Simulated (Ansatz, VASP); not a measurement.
# Pd: VASP beside Ansatz

```
Pd
1.0
     0.00000    1.94070    1.94070
     1.94070    0.00000    1.94070
     1.94070    1.94070    0.00000
Pd
1
Direct
  0.50000 0.50000 0.50000
```

Alike in both runs: task relaxation of cell and atoms; functional PBEsol; k mesh 24 × 24 × 24; occupations gaussian, width 0.1 eV; no spin polarisation.

```csv
,VASP,Ansatz
version,VASP 6.6.1,Ansatz 0.2.0
potentials or method,"VASP PAW PBE potentials, release 64 (Pd), cutoff 600 eV","scalar-relativistic, plane waves, PAW"
valence electrons in the cell,10,18
```

|  | VASP | Ansatz | Ansatz less VASP |
| --- | --- | --- | --- |
| gap on the k mesh at the Fermi level, each at its own relaxed structure (eV) | none | none | - |
| relaxed volume (Å³/atom) | 14.52 | 14.55 | +0.027 |
| relaxed cell length with the largest relative difference (Å) | 2.739 | 2.740 | +0.0017 |

VASP's potentials were made for PBE, not for PBEsol. A gap of «none» marks a metal or a gap that the smearing closes. VASP's potentials hold 10 valence electrons a cell and Ansatz's 18, so a difference there can come from the potentials and not from the codes.
